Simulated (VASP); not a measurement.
Sb, 1 atom in the cell. Symmetry: Im-3m, No. 229, cubic system. The conventional cell has a = 3.518 Å, b = 3.518 Å, c = 3.518 Å, α = 90.00°, β = 90.00°, γ = 90.00°. Within 4.0 Å of Sb (site symmetry m-3m) lie 14 Sb at 3.05 to 3.52 Å. 

```yaml
Program: VASP 6.6.1
Task: single point
Functional: PBE
Potentials_or_basis: VASP PAW PBE potentials, release 64 (Sb)
Cutoff: 500 eV
k_mesh: 9 × 9 × 9
Occupations: methfessel-paxton, width 0.05 eV
Spin: no spin polarisation
Dipole_correction: no
Further_INCAR_settings: ALGO = Normal; EDIFF = 1e-06; NBANDS = 8
```

Potentials or basis: VASP PAW PBE potentials, release 64 (Sb).

The run is started by

```bash
$ cat potpaw_PBE.64/Sb/POTCAR > POTCAR
$ mpirun -np 1 vasp_std > vasp.out
```

Hardware: 1 thread of Intel(R) Xeon(R) Platinum 8375C CPU @ 2.90GHz (Ice Lake) (shared host).

Q: Estimate the wall time of this run.

A: It took 3.3 s on 1 thread of Intel(R) Xeon(R) Platinum 8375C CPU @ 2.90GHz (Ice Lake), on a shared host, peak memory 0.14 GiB. Counts: scf iterations 9, k points 35.
